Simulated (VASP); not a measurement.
# Li (P6_3/mmc) in VASP: a series of runs

Li is run at these levels: PBEsol; tasks: single point.

All numbers are computed with VASP 6.6.1; they aren't measurements. Logs are shortened: lines on timing, memory, paths and dates and some standing lists are left out, and cuts for length are marked.

## 1. The cell of the first run

Symmetry: P6_3/mmc, No. 194, hexagonal system. The conventional cell has a = 3.111 Å, b = 3.111 Å, c = 5.093 Å, α = 90.00°, β = 90.00°, γ = 120.00°. Within 4.1 Å of Li (site symmetry -6m2) lie 12 Li at 3.11 to 3.12 Å.

## 2. Single point, PBEsol

Contents of INCAR:

```
SYSTEM = Li
PREC     = Accurate       ! precision mode
ENCUT    = 520            ! plane-wave cutoff, eV
EDIFF    = 1E-7           ! SCF threshold, eV
ISMEAR   = -1             ! smearing method
SIGMA    = 0.05           ! smearing width, eV
LREAL    = .FALSE.        ! projectors in reciprocal space
LASPH    = .TRUE.         ! aspherical terms in the spheres
NELM     = 60             ! most SCF steps
ALGO     = Normal         ! electronic algorithm
ISIF     = 2              ! what is computed and relaxed
LWAVE    = .FALSE.        ! write WAVECAR
LCHARG   = .TRUE.         ! write CHGCAR
GGA      = PS             ! functional
LELF     = .TRUE.         ! ELF
LVHAR    = .TRUE.       
NBANDS   = 10             ! bands
```

Contents of KPOINTS:

```
Automatic mesh
0
G
  3 3 2
  0 0 0
```

Contents of POSCAR:

```
Li
1.0
    3.1110000000      0.0000000000      0.0000000000
   -1.5555000000      2.6942050300      0.0000000000
    0.0000000000      0.0000000000      5.0930000000
Li
2
Direct
    0.3333333333      0.6666666667      0.2500000000
    0.6666666667      0.3333333333      0.7500000000
```

Potentials or basis: VASP PAW PBE potentials, release 64 (Li_sv).

Command:

```
$ cat potpaw_PBE.64/Li_sv/POTCAR > POTCAR
$ mpirun -np 1 vasp_std > vasp.out
```

OUTCAR:

```text
SYSTEM = Li
   PREC = Accurate
   ENCUT = 520
   EDIFF = 1E-7
   ISMEAR = -1
   LREAL = .FALSE.
   LASPH = .TRUE.
   NELM = 60
   ISIF = 2
   GGA = PS

 ion  position               nearest neighbor table
   1  0.333  0.667  0.250-
   2  0.667  0.333  0.750-

  LATTYP: Found a hexagonal cell.
 ALAT       =     3.1110000000
 C/A-ratio  =     1.6370941819

  Lattice vectors:

 A1 = (   3.1110000000,   0.0000000000,   0.0000000000)
 A2 = (  -1.5555000000,   2.6942050300,   0.0000000000)
 A3 = (   0.0000000000,   0.0000000000,   5.0930000000)

Analysis of symmetry for initial positions (statically):
=====================================================================
 Subroutine PRICEL returns:
 Original cell was already a primitive cell.

 Routine SETGRP: Setting up the symmetry group for a
 hexagonal supercell.

 Subroutine GETGRP returns: Found 24 space group operations
 (whereof 12 operations were pure point group operations)
 out of a pool of 24 trial point group operations.

The static configuration has the point symmetry D_3d.
 The point group associated with its full space group is D_6h.

Analysis of symmetry for dynamics (positions and initial velocities):
=====================================================================
 Subroutine PRICEL returns:
 Original cell was already a primitive cell.

 Routine SETGRP: Setting up the symmetry group for a
 hexagonal supercell.

 Subroutine GETGRP returns: Found 24 space group operations
 (whereof 12 operations were pure point group operations)
 out of a pool of 24 trial point group operations.

The dynamic configuration has the point symmetry D_3d.
 The point group associated with its full space group is D_6h.

 Subroutine INISYM returns: Found 24 space group operations
 (whereof 12 operations are pure point group operations),
 and found     1 'primitive' translations

----------------------------------------------------------------------------------------

                                     Primitive cell

  volume of cell :      42.6879

  direct lattice vectors                    reciprocal lattice vectors
     3.111000000  0.000000000  0.000000000     0.321440051  0.185583500  0.000000000
    -1.555500000  2.694205030  0.000000000     0.000000000  0.371167001  0.000000000
     0.000000000  0.000000000  5.093000000     0.000000000  0.000000000  0.196347929

  length of vectors
[... 67 lines left out ...]
   IBRION =     -1    ionic relax: 0-MD 1-quasi-New 2-CG
   NFREE  =      0    steps in history (QN), initial steepest desc. (CG)
   ISIF   =      2    stress and relaxation
   ISYM   =      2    0-nonsym 1-usesym 2-fastsym
   POTIM  = 0.5000    time-step for ionic-motion
   TEBEG  =    0.0;   TEEND  =   0.0 temperature during run
   PSTRESS=    0.0 pullay stress
   NELECT =       6.0000    total number of electrons
   NUPDOWN=      -1.0000    fix difference up-down
   EMIN   =  10.00;   EMAX   =-10.00  energy-range for DOS
   EFERMI =   0.00;   METHOD = LEGACY
   ISMEAR =    -1;   SIGMA  =   0.05  broadening in eV -4-tet -1-fermi 0-gaus
   EFERMI_NEDOS =   21; number of points for ismear=-14 and -15
   IALGO  =     38    algorithm
   IMIX   =      4    mixing-type and parameters
     AMIX     =   0.40;   BMIX     =  1.00
     AMIX_MAG =   1.60;   BMIX_MAG =  1.00
  volume/ion in A,a.u.               =      21.34       144.04
  Fermi-wavevector in a.u.,A,eV,Ry     =   0.851185  1.608506  9.857630  0.724515
  Thomas-Fermi vector in A             =   1.967278
   LORBIT       =      0    0 simple, 1 ext, 2 COOP (PROOUT), +10 PAW based schemes
   GGA     = PS    functional components
   LHFCALC =     F    Hartree Fock is set to
   AEXX    =    0.0000 exact exchange contribution
   IVDW    =     0    specifies the selected vdW correction
   LEPSILON=     F    determine dielectric tensor
   LRPA    =     F    only Hartree local field effects (RPA)
 non-spin polarized calculation
  energy-cutoff  :      520.00
  volume of cell :       42.69
 maximum number of plane-waves:      1182
 NGX is ok and might be reduce to    24
   NGX = 11   NGY = 11   NGZ = 19

 number of electron       5.9999991 magnetization

 Free energy of the ion-electron system (eV)
  ---------------------------------------------------
  ext. energy  EPLUGINS =         0.00000000
  ---------------------------------------------------
  free energy    TOTEN  =        -4.01399888 eV

  energy without entropy =       -3.97650945  energy(sigma->0) =       -3.99525417

 E-fermi :  -0.1273     XC(G=0):  -6.8927

 val. band max:       -0.1822397135   @ k =   0.3333   0.0000   0.5000
 cond. band min:       0.4808678561   @ k =   0.0000   0.0000   0.0000
 fundamental gap:      0.6631075696
 Fermi energy:        -0.1273092150

 k-point     1 :       0.0000    0.0000    0.0000
  band No.  band energies     occupation
      1     -45.5038      2.00000
      2     -45.4886      2.00000
      3      -3.0011      2.00000
      4       0.4809      0.00001
      5       3.2321      0.00000
      6      12.5480      0.00000
      7      12.5481      0.00000
      8      13.8988      0.00000
      9      13.8989      0.00000
     10      14.4311      0.00000
[... 53 lines left out ...]
 k-point     6 :       0.3333    0.3333    0.5000
  band No.  band energies     occupation
      1     -45.4847      2.00000
      2     -45.4847      2.00000
      3       2.5948      0.00000
      4       2.5948      0.00000
      5       3.1732      0.00000
      6       3.1732      0.00000
      7       6.4596      0.00000
      8       6.4596      0.00000
      9      11.8692      0.00000
     10      11.8692      0.00000

------------------------ aborting loop because EDIFF is reached ----------------------------------------

  FORCE on cell =-STRESS in cart. coord.  units (eV):
  Direction    XX          YY          ZZ          XY          YZ          ZX
  --------------------------------------------------------------------------------------
  -------------------------------------------------------------------------------------
  Total       -0.0903139     -0.0903139     -0.4240599      0.0000000      0.0000000     -0.0000000
  in kB       -3.3896983     -3.3896983    -15.9159820      0.0000000      0.0000000     -0.0000000
  external PRESSURE =      -7.5651262 kB  Pullay stress =       0.0000000 kB

 VOLUME and BASIS-vectors are now :
 -----------------------------------------------------------------------------
  energy-cutoff  :      520.00
  volume of cell :       42.69
      direct lattice vectors                 reciprocal lattice vectors
     3.111000000  0.000000000  0.000000000     0.321440051  0.185583500  0.000000000
    -1.555500000  2.694205030  0.000000000     0.000000000  0.371167001  0.000000000
     0.000000000  0.000000000  5.093000000     0.000000000  0.000000000  0.196347929

 POSITION                                       TOTAL-FORCE (eV/Angst)
 -----------------------------------------------------------------------------------
     -0.00000      1.79614      1.27325         0.000000      0.000000      0.000000
      1.55550      0.89807      3.81975        -0.000000      0.000000      0.000000
 -----------------------------------------------------------------------------------
    total drift:                               -0.000000      0.000000      0.000000

  FREE ENERGIE OF THE ION-ELECTRON SYSTEM (eV)
  ---------------------------------------------------
  free  energy   TOTEN  =        -4.0139988768 eV

  energy  without entropy=       -3.9765094537  energy(sigma->0) =       -3.99525417
```

OSZICAR:

```text
N       E                     dE             d eps       ncg     rms          rms(c)
DAV:   1     0.171779976513E+02    0.17178E+02   -0.28798E+03   120   0.532E+02
DAV:   2    -0.146097109805E+01   -0.18639E+02   -0.18411E+02   174   0.113E+02
DAV:   3    -0.395843120124E+01   -0.24975E+01   -0.24832E+01   168   0.290E+01
DAV:   4    -0.401832463627E+01   -0.59893E-01   -0.59872E-01   168   0.467E+00
DAV:   5    -0.401870015767E+01   -0.37552E-03   -0.37552E-03   148   0.367E-01    0.501E-01
DAV:   6    -0.401534009638E+01    0.33601E-02   -0.12969E-03   174   0.182E-01    0.279E-01
DAV:   7    -0.401396555057E+01    0.13745E-02   -0.26997E-03   178   0.276E-01    0.346E-02
DAV:   8    -0.401400078947E+01   -0.35239E-04   -0.38581E-04   176   0.112E-01    0.575E-03
DAV:   9    -0.401399947146E+01    0.13180E-05   -0.21589E-06   164   0.122E-02    0.973E-04
DAV:  10    -0.401399902353E+01    0.44793E-06   -0.14549E-07   124   0.299E-03    0.658E-04
DAV:  11    -0.401399885893E+01    0.16460E-06   -0.15114E-08    68   0.113E-03    0.694E-05
DAV:  12    -0.401399887681E+01   -0.17879E-07   -0.31245E-09    64   0.537E-04
   1 F= -.40139989E+01 E0= -.39952542E+01  d E =-.374894E-01
```

It took 9.3 s on 1 thread of Intel Xeon Platinum 8259CL at 2.50GHz (Skylake/Cascade Lake), shared host; peak memory 0.14 GiB.

Results:

```yaml
Free_energy: -4.0140 eV
Band_gap_on_the_k_mesh: zero (band 3 reaches 2.59 eV, above the bottom of band 4 at -1.91 eV)
```

Caveat: the k points lie up to 0.78 Å⁻¹ apart; the cutoff is under 1.25 times the usual one of these potentials, so pressure, stress and relaxed cells hold a basis-set (Pulay) error; the PAW data sets were made with another functional, which shifts forces and pressure a little.

## 3. Single point, PBEsol

Contents of INCAR:

```
PREC = Accurate ; ENCUT = 520
EDIFF = 1E-7 ; ISMEAR = -1
SIGMA = 0.05 ; LREAL = F
LASPH = T ; NELM = 100
ALGO = Normal ; ISIF = 2
LWAVE = F ; LCHARG = F
GGA = PS ; NBANDS = 10
```

Contents of KPOINTS:

```
Automatic mesh
0
Gamma
  4 4 2
```

POSCAR is that of step 2.

Potentials or basis: VASP PAW PBE potentials, release 64 (Li_sv).

Command:

```
$ cat potpaw_PBE.64/Li_sv/POTCAR > POTCAR
$ mpirun -np 1 vasp_std > vasp.out
```

OUTCAR:

```text
PREC = Accurate
   ENCUT = 520
   EDIFF = 1E-7
   ISMEAR = -1
   LREAL = F
   LASPH = T
   NELM = 100
   ISIF = 2
   GGA = PS

 ion  position               nearest neighbor table
   1  0.333  0.667  0.250-
   2  0.667  0.333  0.750-

  LATTYP: Found a hexagonal cell.
 ALAT       =     3.1110000000
 C/A-ratio  =     1.6370941819

  Lattice vectors:

 A1 = (   3.1110000000,   0.0000000000,   0.0000000000)
 A2 = (  -1.5555000000,   2.6942050300,   0.0000000000)
 A3 = (   0.0000000000,   0.0000000000,   5.0930000000)

Analysis of symmetry for initial positions (statically):
=====================================================================
 Subroutine PRICEL returns:
 Original cell was already a primitive cell.

 Routine SETGRP: Setting up the symmetry group for a
 hexagonal supercell.

 Subroutine GETGRP returns: Found 24 space group operations
 (whereof 12 operations were pure point group operations)
 out of a pool of 24 trial point group operations.

The static configuration has the point symmetry D_3d.
 The point group associated with its full space group is D_6h.

Analysis of symmetry for dynamics (positions and initial velocities):
=====================================================================
 Subroutine PRICEL returns:
 Original cell was already a primitive cell.

 Routine SETGRP: Setting up the symmetry group for a
 hexagonal supercell.

 Subroutine GETGRP returns: Found 24 space group operations
 (whereof 12 operations were pure point group operations)
 out of a pool of 24 trial point group operations.

The dynamic configuration has the point symmetry D_3d.
 The point group associated with its full space group is D_6h.

 Subroutine INISYM returns: Found 24 space group operations
[... 100 lines left out ...]
     AMIX_MAG =   1.60;   BMIX_MAG =  1.00
  volume/ion in A,a.u.               =      21.34       144.04
  Fermi-wavevector in a.u.,A,eV,Ry     =   0.851185  1.608506  9.857630  0.724515
  Thomas-Fermi vector in A             =   1.967278
   LORBIT       =      0    0 simple, 1 ext, 2 COOP (PROOUT), +10 PAW based schemes
   GGA     = PS    functional components
   LHFCALC =     F    Hartree Fock is set to
   AEXX    =    0.0000 exact exchange contribution
   IVDW    =     0    specifies the selected vdW correction
   LEPSILON=     F    determine dielectric tensor
   LRPA    =     F    only Hartree local field effects (RPA)
 non-spin polarized calculation
  energy-cutoff  :      520.00
  volume of cell :       42.69
 maximum number of plane-waves:      1182
 NGX is ok and might be reduce to    24
   NGX = 11   NGY = 11   NGZ = 19

 number of electron       5.9999990 magnetization

 Free energy of the ion-electron system (eV)
  ---------------------------------------------------
  ext. energy  EPLUGINS =         0.00000000
  ---------------------------------------------------
  free energy    TOTEN  =        -3.93081985 eV

  energy without entropy =       -3.91982056  energy(sigma->0) =       -3.92532021

 E-fermi :   0.8649     XC(G=0):  -6.8927

 val. band max:        0.4802322613   @ k =   0.0000   0.0000   0.0000
 cond. band min:       0.9855432082   @ k =   0.2500   0.2500   0.5000
 fundamental gap:      0.5053109469
 Fermi energy:         0.8648943401

 k-point     1 :       0.0000    0.0000    0.0000
  band No.  band energies     occupation
      1     -45.5278      2.00000
      2     -45.5126      2.00000
      3      -2.9996      2.00000
      4       0.4802      1.99909
      5       3.2362      0.00000
      6      12.5472      0.00000
      7      12.5473      0.00000
      8      13.8951      0.00000
      9      13.8951      0.00000
     10      14.4282      0.00000
[... 79 lines left out ...]
 k-point     8 :       0.2500    0.2500    0.5000
  band No.  band energies     occupation
      1     -45.5100      2.00000
      2     -45.5100      2.00000
      3       0.9855      0.16438
      4       0.9855      0.16438
      5       5.0066      0.00000
      6       5.0066      0.00000
      7       7.1594      0.00000
      8       7.1594      0.00000
      9      11.2780      0.00000
     10      11.2780      0.00000

------------------------ aborting loop because EDIFF is reached ----------------------------------------

  FORCE on cell =-STRESS in cart. coord.  units (eV):
  Direction    XX          YY          ZZ          XY          YZ          ZX
  --------------------------------------------------------------------------------------
  -------------------------------------------------------------------------------------
  Total       -0.0968649     -0.0968649     -0.5438031      0.0000000      0.0000000      0.0000000
  in kB       -3.6355732     -3.6355732    -20.4102305      0.0000000      0.0000000      0.0000000
  external PRESSURE =      -9.2271256 kB  Pullay stress =       0.0000000 kB

 VOLUME and BASIS-vectors are now :
 -----------------------------------------------------------------------------
  energy-cutoff  :      520.00
  volume of cell :       42.69
      direct lattice vectors                 reciprocal lattice vectors
     3.111000000  0.000000000  0.000000000     0.321440051  0.185583500  0.000000000
    -1.555500000  2.694205030  0.000000000     0.000000000  0.371167001  0.000000000
     0.000000000  0.000000000  5.093000000     0.000000000  0.000000000  0.196347929

 POSITION                                       TOTAL-FORCE (eV/Angst)
 -----------------------------------------------------------------------------------
     -0.00000      1.79614      1.27325         0.000000      0.000000      0.000000
      1.55550      0.89807      3.81975        -0.000000     -0.000000      0.000000
 -----------------------------------------------------------------------------------
    total drift:                               -0.000000      0.000000      0.000000

  FREE ENERGIE OF THE ION-ELECTRON SYSTEM (eV)
  ---------------------------------------------------
  free  energy   TOTEN  =        -3.9308198523 eV

  energy  without entropy=       -3.9198205641  energy(sigma->0) =       -3.92532021
```

stdout:

```text
POSCAR found type information on POSCAR Li
 POSCAR found :  1 types and       2 ions
 scaLAPACK will be used
 -----------------------------------------------------------------------------
|                                                                             |
|                                                                             |
|     You enforced a specific xc type in the INCAR file but a different       |
|     I HOPE YOU KNOW WHAT YOU ARE DOING!                                     |
|                                                                             |
 -----------------------------------------------------------------------------

 LDA part: xc-table for (Slater+PW92), standard interpolation
 POSCAR, INCAR and KPOINTS ok, starting setup
 FFT: planning ... GRIDC
 FFT: planning ... GRID_SOFT
 FFT: planning ... GRID
 WAVECAR not read
 entering main loop
```

It took 8.8 s on 1 thread of Intel Xeon Platinum 8259CL at 2.50GHz (Skylake/Cascade Lake), shared host; peak memory 0.14 GiB.

Results:

```yaml
Free_energy: -3.9308 eV
Band_gap_on_the_k_mesh: zero (band 3 reaches 1.17 eV, above the bottom of band 4 at -1.91 eV)
```

Caveat: the k points lie up to 0.62 Å⁻¹ apart; the cutoff is under 1.25 times the usual one of these potentials, so pressure, stress and relaxed cells hold a basis-set (Pulay) error; the PAW data sets were made with another functional, which shifts forces and pressure a little.

## 4. Single point, PBEsol

Contents of INCAR:

```
ALGO = Normal
EDIFF = 1E-6
ENCUT = 520
GGA = PS
ISIF = 2
ISMEAR = -1
LASPH = T
LCHARG = F
LREAL = F
LWAVE = F
NBANDS = 10
NELM = 100
PREC = Accurate
SIGMA = 0.05
```

Contents of KPOINTS:

```
k-points
0
Gamma
  5 5 3
```

POSCAR is that of step 3.

Command:

```
$ cat potpaw_PBE.64/Li_sv/POTCAR > POTCAR
$ mpirun -np 1 vasp_std > vasp.out
```

Wall time 8.7 s (1 thread of Intel Xeon Platinum 8259CL at 2.50GHz (Skylake/Cascade Lake), shared host); peak memory 0.14 GiB.

The run converged. Its results:

* Free energy: -4.0024 eV
* Band gap on the k mesh: zero (band 3 reaches 1.41 eV, above the bottom of band 4 at -1.09 eV)

Levels at points of the mesh, in eV from the Fermi level:
```
           k point  band 1  band 2  band 3  band 4  band 5  band 6
(0.00, 0.00, 0.00)  -46.28  -46.27   -3.77   -0.29    2.47   11.78
```

Caveat: the k points lie up to 0.47 Å⁻¹ apart; the cutoff is under 1.25 times the usual one of these potentials, so pressure, stress and relaxed cells hold a basis-set (Pulay) error; the PAW data sets were made with another functional, which shifts forces and pressure a little.

## 5. Overview

| k mesh | gap on the mesh (eV) |
| --- | --- |
| 3 × 3 × 2 | none |
| 4 × 4 × 2 | none |
| 5 × 5 × 3 | none |

Alike in all rows: task single point; level PBEsol; potentials or basis VASP PAW PBE potentials, release 64 (Li_sv); no spin polarisation; cell as given; cutoff (eV) 520; smearing fermi-dirac 0.05 eV.

Caveats: all runs use coarse meshes; the cutoff is under 1.25 times the usual one of these potentials, so pressure, stress and relaxed cells hold a basis-set (Pulay) error; the PAW data sets were made with another functional, which shifts forces and pressure a little.

Absolute energies hang on the potentials; compare differences alone.
